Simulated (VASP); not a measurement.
Pb: single point with PBE

Pb:

```
Pb
1.0
     0.00000    3.48426    3.48426
     3.48426    0.00000    3.48426
     3.48426    3.48426    0.00000
Pb
2
Direct
  0.25000 0.25000 0.25000
  0.00000 0.00000 0.00000
```

```
Program                : VASP 6.6.1
Task                   : single point
Functional             : PBE
Potentials or basis    : VASP PAW PBE potentials, release 64 (Pb_d)
Cutoff                 : 520 eV
k mesh                 : 7 × 7 × 7
Occupations            : fermi-dirac, width 0.05 eV
Spin                   : no spin polarisation
Dipole correction      : no
Further INCAR settings : ALGO = Fast; EDIFF = 1e-07; NBANDS = 21
```

The pressure is 1.0 GPa and the band gap on the k mesh is zero (band 14 reaches 4.38 eV, above the bottom of band 15 at 3.33 eV).

Levels at points of the mesh, in eV from the Fermi level:
| k point | band 10 | band 11 | band 12 | band 13 | band 14 | band 15 | band 16 | band 17 | band 18 | band 19 |
| --- | --- | --- | --- | --- | --- | --- | --- | --- | --- | --- |
| (0.00, 0.00, 0.00) | -16.65 | -10.92 | -4.14 | 0.38 | 0.38 | 0.38 | 2.38 | 2.38 | 2.38 | 4.10 |

It took 23 s on 1 thread of Intel(R) Xeon(R) 6975P-C (Granite Rapids) (shared host), peak memory 0.24 GiB.

Caveat: spin-orbit coupling is left out, which moves the levels of the heavy elements.
